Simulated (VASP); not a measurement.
Set up this calculation in VASP 6.6.1, as the native input.

```
Task                   : single point
Functional             : r2SCAN
Potentials or basis    : VASP PAW PBE potentials, release 64 (Al, Cu)
Cutoff                 : 520 eV
k mesh                 : 10 × 10 × 14
Occupations            : fermi-dirac, width 0.05 eV
Spin                   : no spin polarisation
Dipole correction      : no
Further INCAR settings : ALGO = Normal; EDIFF = 1e-06; NBANDS = 16
```

The system is Al2Cu.

```
Al Cu
1.0
     4.10518    0.00000    0.00000
     0.00000    4.10518    0.00000
     0.00000    0.00000    2.89131
Al Cu
2 1
Direct
  0.50000 0.00000 0.50000
  0.00000 0.50000 0.50000
  0.00000 0.00000 0.00000
```

These files were run (other wordings do the same):

POSCAR

```
Al2Cu
1.0
    4.1051820000      0.0000000000      0.0000000000
    0.0000000000      4.1051820000      0.0000000000
    0.0000000000      0.0000000000      2.8913130000
Al Cu
2 1
Direct
    0.5000000000      0.0000000000      0.5000000000
    0.0000000000      0.5000000000      0.5000000000
    0.0000000000      0.0000000000      0.0000000000
```

INCAR.step1

```
SYSTEM = Al2Cu
PREC     = Accurate       ! precision mode
ENCUT    = 520            ! plane-wave cutoff, eV
ISMEAR   = -1             ! smearing method
SIGMA    = 0.05           ! smearing width, eV
LREAL    = .False.        ! projectors in reciprocal space
LASPH    = .True.         ! aspherical terms in the spheres
NELM     = 80             ! most SCF steps
NBANDS   = 16             ! bands
GGA      = PE             ! functional
ALGO     = Normal         ! electronic algorithm
EDIFF    = 1E-4           ! SCF threshold, eV
LWAVE    = .True.         ! write WAVECAR
LCHARG   = .False.        ! write CHGCAR
```

INCAR.step2

```
SYSTEM = Al2Cu
PREC     = Accurate       ! precision mode
ENCUT    = 520            ! plane-wave cutoff, eV
EDIFF    = 1E-6           ! SCF threshold, eV
ISMEAR   = -1             ! smearing method
SIGMA    = 0.05           ! smearing width, eV
LREAL    = .False.        ! projectors in reciprocal space
LASPH    = .True.         ! aspherical terms in the spheres
NELM     = 80             ! most SCF steps
ALGO     = Normal         ! electronic algorithm
ISIF     = 2              ! what is computed and relaxed
LWAVE    = .False.        ! write WAVECAR
LCHARG   = .True.         ! write CHGCAR
METAGGA  = R2SCAN         ! meta-GGA
LMIXTAU  = .True.       
LELF     = .True.         ! ELF
LVHAR    = .True.       
NBANDS   = 16             ! bands
ISTART   = 1
```

KPOINTS

```
Automatic mesh
0
Gamma
  10 10 14
  0 0 0
```

Potentials or basis: VASP PAW PBE potentials, release 64 (Al, Cu).

The run is started by

```sh
$ cat potpaw_PBE.64/Al/POTCAR potpaw_PBE.64/Cu/POTCAR > POTCAR
$ cp INCAR.step1 INCAR
$ mpirun -np 1 vasp_std > vasp.out
$ cp INCAR.step2 INCAR
$ mpirun -np 1 vasp_std > vasp.out
```

Results of the run:

```yaml
Pressure: -2.3 GPa
Band_gap_on_the_k_mesh: zero (an odd number of electrons rules out a gap without spin polarisation)
```

Caveat: the PAW data sets were made with another functional, which shifts forces and pressure a little.

Wall time 2.7 min on 1 thread of Intel(R) Xeon(R) 6975P-C (Granite Rapids), on a shared host, peak memory 0.26 GiB.
